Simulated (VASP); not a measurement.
Input of a VASP 6.6.1 run:

INCAR

```
PREC = Accurate ; ENCUT = 520
EDIFF = 1E-8 ; ISMEAR = -1
SIGMA = 0.15 ; LREAL = F
LASPH = T ; NELM = 80
ALGO = Normal ; ISIF = 2
LWAVE = F ; LCHARG = F
NBANDS = 15 ; IBRION = 8
NSW = 1
```

File KPOINTS:

```
regular mesh
0
Gamma
  12 12 16
```

The input POSCAR:

```
Li2Pt
1.0
    3.8955567325      0.0000000000      0.0000000000
   -1.9477783663      3.3736510923      0.0000000000
    0.0000000000      0.0000000000      2.5847449981
Li Pt
2 1
Direct
    0.3333333333      0.6666666667      0.5000000000
    0.6666666667      0.3333333333      0.5000000000
    0.0000000000      0.0000000000      0.0000000000
```

Potentials or basis: VASP PAW LDA potentials, release 64 (Li_sv, Pt).

The run is started by

```sh
$ cat potpaw_LDA.64/Li_sv/POTCAR potpaw_LDA.64/Pt/POTCAR > POTCAR
$ mpirun -np 1 vasp_std > vasp.out
```

(1) What does it give for the highest phonon frequency at Γ?

Answers

(1) 584 cm⁻¹.

Caveat: the cell stands under pressure or tension, which shifts response properties.
